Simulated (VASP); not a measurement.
# Ni (Fm-3m) in VASP: further runs

Ni is run at these levels: r2SCAN; tasks: single point.

All numbers are computed with VASP 6.6.1; they aren't measurements. Logs are shortened: lines on timing, memory, paths and dates and some standing lists are left out, and cuts for length are marked.

**1. The cell of the first run**

It takes space group Fm-3m (No. 225, cubic). The conventional cell has a = 3.476 Å, b = 3.476 Å, c = 3.476 Å, α = 90.00°, β = 90.00°, γ = 90.00°. Ni (site symmetry m-3m) has 12 Ni at 2.46 Å within 3.2 Å.

**2. Single point, r2SCAN, collinear spin, ferromagnetic start**

The input, POSCAR:

```
Ni
1.0
    0.0000000000      1.7380692641      1.7380692641
    1.7380692641      0.0000000000      1.7380692641
    1.7380692641      1.7380692641      0.0000000000
Ni
1
Direct
    0.0000000000      0.0000000000      0.0000000000
```

The input, INCAR.step1:

```
  PREC = Accurate
  ENCUT = 520
  ISMEAR = -1
  SIGMA = 0.05
  LREAL = F
  LASPH = T
  NELM = 150
  ISPIN = 2
  MAGMOM = 0.807
  LMAXMIX = 4
  NBANDS = 15
  GGA = PE
  ALGO = Normal
  EDIFF = 1E-4
  LWAVE = T
  LCHARG = F
```

The input, INCAR.step2:

```
  PREC = Accurate
  ENCUT = 520
  EDIFF = 1E-6
  ISMEAR = -1
  SIGMA = 0.05
  LREAL = F
  LASPH = T
  NELM = 150
  ALGO = Normal
  ISIF = 2
  LWAVE = F
  LCHARG = F
  ISPIN = 2
  MAGMOM = 0.807
  LORBIT = 11
  LMAXMIX = 4
  METAGGA = R2SCAN
  LMIXTAU = T
  NBANDS = 15
  ISTART = 1
```

The input, KPOINTS:

```
regular mesh
0
Gamma
  5 5 5
```

Potentials or basis: VASP PAW PBE potentials, release 64 (Ni).

Command:

```sh
> cat potpaw_PBE.64/Ni/POTCAR > POTCAR
> cp INCAR.step1 INCAR
> mpirun -np 1 vasp_std > vasp.out
> cp INCAR.step2 INCAR
> mpirun -np 1 vasp_std > vasp.out
```

OUTCAR:

```text
PREC = Accurate
   ENCUT = 520
   EDIFF = 1E-6
   ISMEAR = -1
   LREAL = F
   LASPH = T
   NELM = 150
   ISIF = 2
   ISPIN = 2
   LORBIT = 11
   METAGGA = R2SCAN
   ISTART = 1

 ion  position               nearest neighbor table
   1  0.000  0.000  0.000-

  LATTYP: Found a face centered cubic cell.
 ALAT       =     3.4761385282

  Lattice vectors:

 A1 = (   0.0000000000,   1.7380692641,   1.7380692641)
 A2 = (   1.7380692641,   0.0000000000,   1.7380692641)
 A3 = (   1.7380692641,   1.7380692641,   0.0000000000)

Analysis of symmetry for initial positions (statically):
=====================================================================
 Subroutine PRICEL returns:
 Original cell was already a primitive cell.

 Routine SETGRP: Setting up the symmetry group for a
 face centered cubic supercell.

 Subroutine GETGRP returns: Found 48 space group operations
 (whereof 48 operations were pure point group operations)
 out of a pool of 48 trial point group operations.

The static configuration has the point symmetry O_h .

Analysis of symmetry for dynamics (positions and initial velocities):
=====================================================================
 Subroutine PRICEL returns:
 Original cell was already a primitive cell.

 Routine SETGRP: Setting up the symmetry group for a
 face centered cubic supercell.

 Subroutine GETGRP returns: Found 48 space group operations
 (whereof 48 operations were pure point group operations)
 out of a pool of 48 trial point group operations.

The dynamic configuration has the point symmetry O_h .

Analysis of structural, dynamic, and magnetic symmetry:
=====================================================================
 Subroutine PRICEL returns:
 Original cell was already a primitive cell.

 Routine SETGRP: Setting up the symmetry group for a
 face centered cubic supercell.

 Subroutine GETGRP returns: Found 48 space group operations
 (whereof 48 operations were pure point group operations)
 out of a pool of 48 trial point group operations.

The overall configuration has the point symmetry O_h .

 Subroutine INISYM returns: Found 48 space group operations
 (whereof 48 operations are pure point group operations),
 and found     1 'primitive' translations

----------------------------------------------------------------------------------------

                                     Primitive cell

  volume of cell :      10.5010

  direct lattice vectors                    reciprocal lattice vectors
     0.000000000  1.738069264  1.738069264    -0.287675532  0.287675532  0.287675532
     1.738069264  0.000000000  1.738069264     0.287675532 -0.287675532  0.287675532
     1.738069264  1.738069264  0.000000000     0.287675532  0.287675532 -0.287675532

  length of vectors
     2.458001126  2.458001126  2.458001126     0.498268637  0.498268637  0.498268637

  position of ions in fractional coordinates (direct lattice)
     0.000000000  0.000000000  0.000000000

  ion indices of the primitive-cell ions
   primitive index   ion index
                 1           1

----------------------------------------------------------------------------------------

 KPOINTS: regular mesh

Automatic generation of k-mesh.
 Grid dimensions read from file:
 generate k-points for:    5    5    5

 Generating k-lattice:

  Cartesian coordinates                     Fractional coordinates (reciprocal lattice)
    -0.057535106  0.057535106  0.057535106     0.200000000  0.000000000  0.000000000
     0.057535106 -0.057535106  0.057535106     0.000000000  0.200000000  0.000000000
     0.057535106  0.057535106 -0.057535106     0.000000000  0.000000000  0.200000000

  Length of vectors
     0.099653727  0.099653727  0.099653727

  Shift w.r.t. Gamma in fractional coordinates (k-lattice)
     0.000000000  0.000000000  0.000000000

 Subroutine IBZKPT returns following result:
 ===========================================

 Found     10 irreducible k-points:

 Following reciprocal coordinates:
            Coordinates               Weight
  0.000000  0.000000  0.000000      1.000000
  0.200000  0.000000  0.000000      8.000000
  0.400000  0.000000  0.000000      8.000000
  0.200000  0.200000  0.000000      6.000000
  0.400000  0.200000  0.000000     24.000000
 -0.400000  0.200000  0.000000     24.000000
 -0.200000  0.200000  0.000000     12.000000
  0.400000  0.400000  0.000000      6.000000
 -0.400000  0.400000  0.000000     12.000000
 -0.400000  0.400000  0.200000     24.000000
   k-points           NKPTS =     10   k-points in BZ     NKDIM =     10   number of bands    NBANDS=     15
   number of dos      NEDOS =    301   number of ions     NIONS =      1
   total plane-waves  NPLWV =   5832
   dimension x,y,z NGX =    18 NGY =   18 NGZ =   18
   dimension x,y,z NGXF=    36 NGYF=   36 NGZF=   36
   ions per type =               1
   NGX,Y,Z   is equivalent  to a cutoff of  12.17, 12.17, 12.17 a.u.
   NGXF,Y,Z  is equivalent  to a cutoff of  24.35, 24.35, 24.35 a.u.
 SYSTEM =  unknown system
   PREC   = accura    normal or accurate (medium, high low for compatibility)
   ISTART =      1    job   : 0-new  1-cont  2-samecut
   ICHARG =      0    charge: 1-file 2-atom 10-const
   ISPIN  =      2    spin polarized calculation?
   LNONCOLLINEAR =      F non collinear calculations
   LSORBIT =      F    spin-orbit coupling
   LASPH  =      T    aspherical Exc in radial PAW
   ENCUT  =  520.0 eV  38.22 Ry    6.18 a.u.   4.57  4.57  4.57*2*pi/ulx,y,z
   NELM   =    150;   NELMIN=  2; NELMDL=  0     # of ELM steps
   EDIFF  = 0.1E-05   stopping-criterion for ELM
   LREAL  =      F    real-space projection
   EDIFFG = 0.1E-04   stopping-criterion for IOM
   NSW    =      0    number of steps for IOM
   IBRION =     -1    ionic relax: 0-MD 1-quasi-New 2-CG
   NFREE  =      0    steps in history (QN), initial steepest desc. (CG)
   ISIF   =      2    stress and relaxation
   ISYM   =      2    0-nonsym 1-usesym 2-fastsym
   POTIM  = 0.5000    time-step for ionic-motion
   TEBEG  =    0.0;   TEEND  =   0.0 temperature during run
   PSTRESS=    0.0 pullay stress
   NELECT =      10.0000    total number of electrons
   NUPDOWN=      -1.0000    fix difference up-down
   EMIN   =  10.00;   EMAX   =-10.00  energy-range for DOS
   EFERMI =   0.00;   METHOD = LEGACY
[... 16 lines left out ...]
 spin polarized calculation
  energy-cutoff  :      520.00
  volume of cell :       10.50
 maximum number of plane-waves:       295
 NGX is ok and might be reduce to    18
   NGX =  9   NGY =  9   NGZ =  9

 number of electron       9.9999999 magnetization       0.9571903

 Free energy of the ion-electron system (eV)
  ---------------------------------------------------
  ext. energy  EPLUGINS =         0.00000000
  ---------------------------------------------------
  free energy    TOTEN  =       -11.91559892 eV

  energy without entropy =      -11.89709963  energy(sigma->0) =      -11.90634927

 E-fermi :   9.9983     XC(G=0): -14.6450

 val. band max:        9.9634028249   @ k =   0.4000   0.0000   0.0000
 cond. band min:      10.0112388420   @ k =  -0.4000   0.2000   0.0000
 fundamental gap:      0.0478360171
 Fermi energy:         9.9982844270

 spin component 1

 k-point     1 :       0.0000    0.0000    0.0000
  band No.  band energies     occupation
      1       0.1004      1.00000
      2       6.6096      1.00000
      3       6.6097      1.00000
      4       6.6097      1.00000
      5       8.0026      1.00000
      6       8.0026      1.00000
      7      34.6234      0.00000
      8      39.0729      0.00000
      9      39.0729      0.00000
     10      39.0734      0.00000
     11      41.7797      0.00000
     12      41.7797      0.00000
     13      41.7798      0.00000
     14      45.1694      0.00000
     15      51.4070      0.00000

 k-point     2 :       0.2000    0.0000    0.0000
  band No.  band energies     occupation
      1       1.6767      1.00000
      2       6.3301      1.00000
      3       6.8541      1.00000
      4       6.8543      1.00000
      5       7.9611      1.00000
      6       7.9612      1.00000
      7      27.6016      0.00000
      8      35.2300      0.00000
      9      37.0875      0.00000
     10      37.0877      0.00000
     11      43.3577      0.00000
     12      43.5633      0.00000
     13      43.5636      0.00000
     14      48.1756      0.00000
     15      48.1764      0.00000
[... 112 lines left out ...]
      2       5.1484      1.00000
      3       7.3876      1.00000
      4       8.3475      1.00000
      5       8.4861      1.00000
      6      14.6517      0.00000
      7      18.8964      0.00000
      8      20.2503      0.00000
      9      27.1319      0.00000
     10      32.1341      0.00000
     11      40.7851      0.00000
     12      51.7940      0.00000
     13      51.9220      0.00000
     14      54.0416      0.00000
     15      58.9451      0.00000

 k-point    10 :      -0.4000    0.4000    0.2000
  band No.  band energies     occupation
      1       5.4061      1.00000
      2       5.6212      1.00000
      3       6.2657      1.00000
      4       8.0417      1.00000
      5       8.3957      1.00000
      6      13.3802      0.00000
      7      20.1592      0.00000
      8      22.0273      0.00000
      9      24.2945      0.00000
     10      39.2042      0.00000
     11      41.1765      0.00000
     12      45.1609      0.00000
     13      51.4556      0.00000
     14      54.9770      0.00000
     15      56.0455      0.00000
 Fermi energy:         9.9982844270

 spin component 2

 k-point     1 :       0.0000    0.0000    0.0000
  band No.  band energies     occupation
      1      -0.0438      1.00000
      2       8.2631      1.00000
      3       8.2631      1.00000
      4       8.2632      1.00000
      5       8.9562      1.00000
      6       8.9562      1.00000
      7      34.4753      0.00000
      8      39.2738      0.00000
      9      39.2740      0.00000
     10      39.2740      0.00000
     11      42.2460      0.00000
     12      42.2460      0.00000
     13      42.2460      0.00000
     14      45.3537      0.00000
     15      52.8254      0.00000

 k-point     2 :       0.2000    0.0000    0.0000
  band No.  band energies     occupation
      1       1.5647      1.00000
      2       7.8433      1.00000
      3       8.3631      1.00000
      4       8.3633      1.00000
      5       9.0786      1.00000
      6       9.0787      1.00000
      7      27.9272      0.00000
      8      35.2300      0.00000
      9      37.4410      0.00000
     10      37.4411      0.00000
     11      43.6069      0.00000
     12      43.8881      0.00000
     13      43.8882      0.00000
     14      48.7356      0.00000
     15      48.7359      0.00000
[... 113 lines left out ...]
      3       8.7491      1.00000
      4       9.3035      1.00000
      5      10.3561      0.00078
      6      15.0443      0.00000
      7      19.2691      0.00000
      8      20.7002      0.00000
      9      27.3573      0.00000
     10      32.4729      0.00000
     11      41.2408      0.00000
     12      52.4030      0.00000
     13      54.2598      0.00000
     14      55.2020      0.00000
     15      59.5357      0.00000

 k-point    10 :      -0.4000    0.4000    0.2000
  band No.  band energies     occupation
      1       5.9847      1.00000
      2       6.9370      1.00000
      3       7.4605      1.00000
      4       8.9736      1.00000
      5      10.2454      0.00708
      6      14.0312      0.00000
      7      20.5597      0.00000
      8      22.3603      0.00000
      9      24.6310      0.00000
     10      39.4524      0.00000
     11      41.5523      0.00000
     12      45.6495      0.00000
     13      53.7634      0.00000
     14      56.4277      0.00000
     15      56.6734      0.00000

------------------------ aborting loop because EDIFF is reached ----------------------------------------

  FORCE on cell =-STRESS in cart. coord.  units (eV):
  Direction    XX          YY          ZZ          XY          YZ          ZX
  --------------------------------------------------------------------------------------
  -------------------------------------------------------------------------------------
  Total        0.2938424      0.2938424      0.2938424     -0.0000000      0.0000000     -0.0000000
  in kB       44.8325859     44.8325859     44.8325859     -0.0000000      0.0000000     -0.0000000
  external PRESSURE =      44.8325859 kB  Pullay stress =       0.0000000 kB

 VOLUME and BASIS-vectors are now :
 -----------------------------------------------------------------------------
  energy-cutoff  :      520.00
  volume of cell :       10.50
      direct lattice vectors                 reciprocal lattice vectors
     0.000000000  1.738069264  1.738069264    -0.287675532  0.287675532  0.287675532
     1.738069264  0.000000000  1.738069264     0.287675532 -0.287675532  0.287675532
     1.738069264  1.738069264  0.000000000     0.287675532  0.287675532 -0.287675532

 POSITION                                       TOTAL-FORCE (eV/Angst)
 -----------------------------------------------------------------------------------
      0.00000      0.00000      0.00000         0.000000      0.000000      0.000000
 -----------------------------------------------------------------------------------
    total drift:                                0.000000     -0.000000     -0.000000

  FREE ENERGIE OF THE ION-ELECTRON SYSTEM (eV)
  ---------------------------------------------------
  free  energy   TOTEN  =       -11.9155989232 eV

  energy  without entropy=      -11.8970996264  energy(sigma->0) =      -11.90634927

 total charge

# of ion       s       p       d       tot
------------------------------------------
    1        0.537   0.560   8.310   9.407

 magnetization (x)

# of ion       s       p       d       tot
------------------------------------------
    1        0.004  -0.021   0.983   0.966
```

Run time: 16 s. Hardware: 1 thread of Intel Xeon Platinum 8488C (Sapphire Rapids), shared host; peak memory 0.12 GiB.

What came out:

```
Free energy                                           : -11.9156 eV
Pressure                                              : 4.5 GPa
Net moment                                            : 0.96 μB per cell
Site moments                                          : Ni +0.97 μB
Valence electrons inside the program's atomic spheres : Ni 9.41
```

Caveat: the k points lie up to 0.63 Å⁻¹ apart; the PAW data sets were made with another functional, which shifts forces and pressure a little.

**3. Single point, r2SCAN, collinear spin, ferromagnetic start**

POSCAR is that of step 2.

The input, INCAR.step1:

```
ALGO     = Normal         # electronic algorithm
EDIFF    = 1E-4           # SCF threshold, eV
ENCUT    = 520            # plane-wave cutoff, eV
GGA      = PE             # functional
ISMEAR   = -1             # smearing method
ISPIN    = 2              # spin polarisation
LASPH    = T              # aspherical terms in the spheres
LCHARG   = F              # write CHGCAR
LMAXMIX  = 4              # l up to which the mixer works
LREAL    = F              # projectors in reciprocal space
LWAVE    = T              # write WAVECAR
MAGMOM   = 0.807          # initial moments
NBANDS   = 15             # bands
NELM     = 150            # most SCF steps
PREC     = Accurate       # precision mode
SIGMA    = 0.05           # smearing width, eV
```

The input, INCAR.step2:

```
ALGO     = Normal         # electronic algorithm
EDIFF    = 1E-7           # SCF threshold, eV
ENCUT    = 520            # plane-wave cutoff, eV
ISIF     = 2              # what is computed and relaxed
ISMEAR   = -1             # smearing method
ISPIN    = 2              # spin polarisation
ISTART   = 1            
LASPH    = T              # aspherical terms in the spheres
LCHARG   = T              # write CHGCAR
LELF     = T              # ELF
LMAXMIX  = 4              # l up to which the mixer works
LMIXTAU  = T            
LORBIT   = 11             # projections on sites
LREAL    = F              # projectors in reciprocal space
LVHAR    = T            
LWAVE    = F              # write WAVECAR
MAGMOM   = 0.807          # initial moments
METAGGA  = R2SCAN         # meta-GGA
NBANDS   = 15             # bands
NELM     = 150            # most SCF steps
PREC     = Accurate       # precision mode
SIGMA    = 0.05           # smearing width, eV
```

The input, KPOINTS:

```
k-points
0
Gamma
  7 7 7
```

Potentials or basis: VASP PAW PBE potentials, release 64 (Ni).

Command:

```sh
> cat potpaw_PBE.64/Ni/POTCAR > POTCAR
> cp INCAR.step1 INCAR
> mpirun -np 1 vasp_std > vasp.out
> cp INCAR.step2 INCAR
> mpirun -np 1 vasp_std > vasp.out
```

Wall time 29 s (1 thread of Intel Xeon Platinum 8488C (Sapphire Rapids), shared host); peak memory 0.13 GiB.

The run converged. Its results:

* Free energy: -11.9555 eV
* Pressure: 1.8 GPa
* Net moment: 0.85 μB per cell
* Site moments: Ni +0.86 μB
* Valence electrons inside the program's atomic spheres: Ni 9.41

Levels at points of the mesh, in eV from the Fermi level:
Spin up:
| k point | band 2 | band 3 | band 4 | band 5 | band 6 | band 7 | band 8 | band 9 | band 10 | band 11 |
| --- | --- | --- | --- | --- | --- | --- | --- | --- | --- | --- |
| (0.00, 0.00, 0.00) | -3.21 | -3.21 | -3.21 | -1.86 | -1.86 | 24.78 | 29.21 | 29.21 | 29.21 | 31.93 |
Spin down:
```csv
k point,band 2,band 3,band 4,band 5,band 6,band 7
"(0.00, 0.00, 0.00)",-1.72,-1.72,-1.72,-0.97,-0.97,24.55
```

Caveat: the k points lie up to 0.45 Å⁻¹ apart; the PAW data sets were made with another functional, which shifts forces and pressure a little.

**4. Single point, r2SCAN, collinear spin, ferromagnetic start**

POSCAR is that of step 3.

The input, INCAR.step1:

```
SYSTEM = Ni
  PREC = Accurate
  ENCUT = 520
  ISMEAR = -1
  SIGMA = 0.05
  LREAL = .False.
  LASPH = .True.
  NELM = 150
  ISPIN = 2
  MAGMOM = 0.807
  LMAXMIX = 4
  NBANDS = 15
  GGA = PE
  ALGO = Normal
  EDIFF = 1E-4
  LWAVE = .True.
  LCHARG = .False.
```

The input, INCAR.step2:

```
SYSTEM = Ni
  PREC = Accurate
  ENCUT = 520
  EDIFF = 1E-7
  ISMEAR = -1
  SIGMA = 0.05
  LREAL = .False.
  LASPH = .True.
  NELM = 150
  ALGO = Normal
  ISIF = 2
  LWAVE = .False.
  LCHARG = .False.
  ISPIN = 2
  MAGMOM = 0.807
  LORBIT = 11
  LMAXMIX = 4
  METAGGA = R2SCAN
  LMIXTAU = .True.
  NBANDS = 15
  ISTART = 1
```

The input, KPOINTS:

```
regular mesh
0
Gamma
  9 9 9
  0 0 0
```

Command:

```sh
> cat potpaw_PBE.64/Ni/POTCAR > POTCAR
> cp INCAR.step1 INCAR
> mpirun -np 1 vasp_std > vasp.out
> cp INCAR.step2 INCAR
> mpirun -np 1 vasp_std > vasp.out
```

It took 32 s on 1 thread of Intel Xeon Platinum 8488C (Sapphire Rapids), shared host; peak memory 0.13 GiB.

It converged, with:

| Property | Result |
| --- | --- |
| Free energy | -11.9414 eV |
| Pressure | -0.2 GPa |
| Net moment | 0.63 μB per cell |
| Site moments | Ni +0.65 μB |
| Valence electrons inside the program's atomic spheres | Ni 9.41 |

Levels at points of the mesh, in eV from the Fermi level:
Spin up:
```tsv
k point	band 1	band 2	band 3	band 4	band 5	band 6	band 7	band 8	band 9	band 10
(0.00, 0.00, 0.00)	-9.59	-2.89	-2.89	-2.89	-1.55	-1.55	24.92	29.36	29.36	29.36
```
Spin down:
```csv
k point,band 3,band 4,band 5,band 6,band 7,band 8
"(0.00, 0.00, 0.00)",-1.70,-1.70,-0.90,-0.90,24.65,29.44
```

Caveat: the PAW data sets were made with another functional, which shifts forces and pressure a little.

**5. The runs side by side**

```csv
k mesh,gap on the mesh (eV),pressure (GPa),moment (μB)
5 × 5 × 5,none,4.5,0.96
7 × 7 × 7,none,1.8,0.85
9 × 9 × 9,none,-0.2,0.63
```

Alike in all rows: task single point; level r2SCAN; potentials or basis VASP PAW PBE potentials, release 64 (Ni); spin collinear, ferromagnetic start; cell as given; cutoff (eV) 520; smearing fermi-dirac 0.05 eV.

Caveats: some runs use coarse meshes; the PAW data sets were made with another functional, which shifts forces and pressure a little.

Total energies depend on the potentials used, so only differences within one code and one set of settings carry meaning.
